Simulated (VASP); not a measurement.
A run of VASP 6.6.1:

The input POSCAR:

```
C
1.0
    0.0000000000      1.7772739317      1.7772739317
    1.7772739317      0.0000000000      1.7772739317
    1.7772739317      1.7772739317      0.0000000000
C
2
Direct
    0.0000000000      0.0000000000      0.0000000000
    0.2500000000      0.2500000000      0.2500000000
```

Contents of INCAR.step1:

```
PREC     = Accurate       # precision mode
ENCUT    = 520            # plane-wave cutoff, eV
ISMEAR   = 0              # smearing method
SIGMA    = 0.01           # smearing width, eV
LREAL    = False          # projectors in reciprocal space
LASPH    = True           # aspherical terms in the spheres
NELM     = 100            # most SCF steps
NBANDS   = 11             # bands
GGA      = PE             # functional
ALGO     = Normal         # electronic algorithm
EDIFF    = 1E-4           # SCF threshold, eV
LWAVE    = True           # write WAVECAR
LCHARG   = False          # write CHGCAR
```

File INCAR.step2:

```
PREC     = Accurate       # precision mode
ENCUT    = 520            # plane-wave cutoff, eV
EDIFF    = 1E-6           # SCF threshold, eV
ISMEAR   = 0              # smearing method
SIGMA    = 0.01           # smearing width, eV
LREAL    = False          # projectors in reciprocal space
LASPH    = True           # aspherical terms in the spheres
NELM     = 100            # most SCF steps
ALGO     = Normal         # electronic algorithm
ISIF     = 2              # what is computed and relaxed
LWAVE    = False          # write WAVECAR
LCHARG   = False          # write CHGCAR
METAGGA  = R2SCAN         # meta-GGA
LMIXTAU  = True         
IVDW     = 13             # dispersion correction
VDW_S6   = 1.0          
VDW_S8   = 0.6018749    
VDW_A1   = 0.51559235   
VDW_A2   = 5.77342911   
NBANDS   = 11             # bands
ISTART   = 1
```

File KPOINTS:

```
regular mesh
0
Gamma
  8 8 8
```

Potentials or basis: VASP PAW PBE potentials, release 64 (C).

Launch:

```console
$ cat potpaw_PBE.64/C/POTCAR > POTCAR
$ cp INCAR.step1 INCAR
$ mpirun -np 1 vasp_std > vasp.out
$ cp INCAR.step2 INCAR
$ mpirun -np 1 vasp_std > vasp.out
```

Hardware: 1 thread of AMD EPYC 7R13 (shared host).

Question: How long does it take, and how much memory?

Answer: Run time: 47 s on 1 thread of AMD EPYC 7R13, with other jobs on the host, peak memory 0.09 GiB. Counts: k points 29.
